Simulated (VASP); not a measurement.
A run of VASP 6.6.1 is set up as follows.

The input INCAR:

```
SYSTEM = Al
ALGO     = Normal         ! electronic algorithm
EDIFF    = 1E-6           ! SCF threshold, eV
ENCUT    = 520            ! plane-wave cutoff, eV
GGA      = PS             ! functional
ISIF     = 2              ! what is computed and relaxed
ISMEAR   = 0              ! smearing method
LASPH    = .TRUE.         ! aspherical terms in the spheres
LCHARG   = .TRUE.         ! write CHGCAR
LELF     = .TRUE.         ! ELF
LREAL    = .FALSE.        ! projectors in reciprocal space
LVHAR    = .TRUE.       
LWAVE    = .FALSE.        ! write WAVECAR
NBANDS   = 10             ! bands
NELM     = 100            ! most SCF steps
PREC     = Accurate       ! precision mode
SIGMA    = 0.15           ! smearing width, eV
```

Contents of KPOINTS:

```
k-points
0
G
  21 21 10
  0 0 0
```

Contents of POSCAR:

```
Al
1.0
    3.2343236542      0.0000000000      0.0000000000
   -1.6171618271      2.8010064486      0.0000000000
    0.0000000000      0.0000000000      4.8668500000
Al
2
Direct
    0.6666666667      0.3333333333      0.7500000000
    0.3333333333      0.6666666667      0.2500000000
```

Potentials or basis: VASP PAW PBE potentials, release 64 (Al).

Launch:

```sh
$ cat potpaw_PBE.64/Al/POTCAR > POTCAR
$ mpirun -np 1 vasp_std > vasp.out
```

Problem. Predict the band gap on the k mesh.

Solution. Zero (band 3 reaches 9.78 eV, above the bottom of band 4 at 2.47 eV).

Problem. Predict the pressure.

Solution. -11.5 GPa.

Stress tensor (GPa, compression positive):
```
-11.87   0.00   0.00
  0.00 -11.87   0.00
  0.00   0.00 -10.85
```

Caveat: the cell differs from its parent crystal (strain +0.1500 x Voigt [1, 1, 0, 0, 0, 0]); the PAW data sets were made with another functional, which shifts forces and pressure a little.
